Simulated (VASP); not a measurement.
A run of VASP 6.6.1 is set up as follows.

File INCAR:

```
  PREC = Accurate
  ENCUT = 520
  EDIFF = 1E-6
  ISMEAR = 0
  SIGMA = 0.05
  LREAL = False
  LASPH = True
  NELM = 100
  ALGO = Normal
  ISIF = 2
  LWAVE = False
  LCHARG = False
  GGA = PE
  NBANDS = 12
```

KPOINTS

```
Automatic mesh
0
Gamma
  10 10 10
```

File POSCAR:

```
LiF
1.0
    2.4571516800      0.0000000000      0.0000000000
    0.0000000000      2.4571516800      0.0000000000
    0.0000000000      0.0000000000      2.7642956400
Li F
1 1
Direct
    0.0000000000      0.0000000000      0.0000000000
    0.5000000000      0.5000000000      0.5000000000
```

Potentials or basis: VASP PAW PBE potentials, release 64 (Li_sv, F).

Run with:

```sh
$ cat potpaw_PBE.64/Li_sv/POTCAR potpaw_PBE.64/F/POTCAR > POTCAR
$ mpirun -np 1 vasp_std > vasp.out
```

Task: What does it give for the band gap on the k mesh?

Result: 7.01 eV (least direct gap 7.56 eV).

Caveat: the cell differs from its parent crystal (strain -0.040 along x and y, +0.080 along z). A k mesh can miss the band edges.
